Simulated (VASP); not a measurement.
Write the native input for VASP 6.6.1 that does the following.

- Task: single point
- Functional: PBE
- Potentials or basis: VASP PAW PBE potentials, release 64 (Ta_pv, N)
- Cutoff: 520 eV
- k mesh: 18 × 18 × 10
- Occupations: gaussian, width 0.15 eV
- Spin: no spin polarisation
- Dipole correction: no
- Further INCAR settings: ALGO = Normal; EDIFF = 1e-07; NBANDS = 20

The structure of Ta2N lies in POSCAR:

```
Ta2N
1.0
    3.1011400556      0.0000000000      0.0000000000
   -1.5505700278      2.6856660688      0.0000000000
    0.0000000000      0.0000000000      4.8818900623
Ta N
2 1
Direct
    0.6852840222      0.3705680444      0.7449050322
    0.3147159778      0.6294319556      0.2550949678
    0.0000000000      0.0000000000      0.0000000000
```

This cell differs from its parent crystal: atoms displaced along a vibrational mode.

The input as run:

INCAR

```
SYSTEM = Ta2N
  PREC = Accurate
  ENCUT = 520
  EDIFF = 1E-7
  ISMEAR = 0
  SIGMA = 0.15
  LREAL = .FALSE.
  LASPH = .TRUE.
  NELM = 100
  ALGO = Normal
  ISIF = 2
  LWAVE = .FALSE.
  LCHARG = .FALSE.
  GGA = PE
  NBANDS = 20
```

KPOINTS

```
Automatic mesh
0
G
  18 18 10
  0 0 0
```

Potentials or basis: VASP PAW PBE potentials, release 64 (Ta_pv, N).

The run is started by

```console
$ cat potpaw_PBE.64/Ta_pv/POTCAR potpaw_PBE.64/N/POTCAR > POTCAR
$ mpirun -np 1 vasp_std > vasp.out
```

It gave:

```
Pressure               : 1.9 GPa
Largest force          : 0.714 eV/Å
Band gap on the k mesh : zero (an odd number of electrons rules out a gap without spin polarisation)
```

Caveat: the cell differs from its parent crystal (atoms displaced along a vibrational mode); spin-orbit coupling is left out, which moves the levels of the heavy elements.

It took 5.6 min on 1 thread of AMD EPYC 9R45 96-Core Processor (Zen 5) (shared host), peak memory 0.64 GiB.
